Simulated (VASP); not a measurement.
NiO, 4 atoms in the cell. The structure is cubic, space group Fm-3m (No. 225). Conventional cell: a = 4.183 Å, b = 4.183 Å, c = 4.183 Å, α = 90.00°, β = 90.00°, γ = 90.00°. Ni (site symmetry m-3m) has 6 O at 2.09 Å within 2.8 Å. Within 2.8 Å of O (site symmetry m-3m) lie 6 Ni at 2.09 Å. 

* Program: VASP 6.6.1
* Task: single point
* Functional: LDA
* Potentials or basis: VASP PAW LDA potentials, release 64 (Ni, O)
* Cutoff: 520 eV
* k mesh: 8 × 8 × 8
* Occupations: gaussian, width 0.05 eV
* Spin: collinear spin, ferromagnetic start
* Starting moments: [1.83, 1.83, 0.29, 0.29] μB
* Hubbard terms: Ni d U = 5.0 eV, J = 0.9 eV
* Dipole correction: no
* LDAUTYPE: 1
* Hund's J: 0.9
* Further INCAR settings: ALGO = Normal; EDIFF = 1e-06; NBANDS = 28

Potentials or basis: VASP PAW LDA potentials, release 64 (Ni, O).

The run is started by

```sh
$ cat potpaw_LDA.64/Ni/POTCAR potpaw_LDA.64/O/POTCAR > POTCAR
$ mpirun -np 1 vasp_std > vasp.out
```

Hardware: 1 thread of Intel Xeon 8259CL, with other jobs on the host.

How long does it take, and how much memory?

Run time: 3.1 min on 1 thread of Intel Xeon 8259CL, on a shared host, peak memory 0.22 GiB. Counts: scf iterations 15, k points 65.
